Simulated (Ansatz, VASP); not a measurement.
Al3Ni5: VASP beside Ansatz

```
CELL_PARAMETERS angstrom
3.29333 -3.69194 0.00000
3.29333 3.69194 0.00000
0.00000 0.00000 3.72035
ATOMIC_POSITIONS crystal
Al 0.50000 0.50000 0.03360
Al 0.77969 0.22031 0.53360
Al 0.22031 0.77969 0.53360
Ni 0.00000 0.00000 0.00000
Ni 0.00000 0.50000 0.00000
Ni 0.50000 0.00000 0.00000
Ni 0.27624 0.27624 0.50000
Ni 0.72376 0.72376 0.50000
```

Change from the starting cell: all Al atoms moved +0.125 Å, as atom 1 along Cartesian [0 0 1].

Alike in both runs: task single point; functional PBEsol; k mesh 8 × 8 × 10; occupations gaussian, width 0.15 eV; no spin polarisation.

```csv
,VASP,Ansatz
version,VASP 6.6.1,Ansatz 0.2.0
potentials or method,"VASP PAW PBE potentials, release 64 (Al, Ni), cutoff 520 eV","scalar-relativistic, plane waves, PAW"
valence electrons in the cell,59,99
```

|  | VASP | Ansatz | Ansatz less VASP |
| --- | --- | --- | --- |
| gap on the k mesh at the Fermi level (eV) | none | none | - |
| pressure (GPa) | 1.2 | 1.0 | -0.18 |
| traceless stress, the component that is largest in VASP (GPa) | -0.65 | -0.67 | -0.022 |
| rms of the force components (eV/Å) | 0.496 | 0.493 | -0.0025 |

VASP's potentials were made for PBE, not for PBEsol. Atom by atom the forces differ by 0.004 eV/Å (rms over components). A gap of «none» marks a metal or a gap that the smearing closes. With one functional, cell and mesh, what is left measures potentials, basis and numerics. VASP's potentials hold 59 valence electrons a cell and Ansatz's 99, so a difference there can come from the potentials and not from the codes.
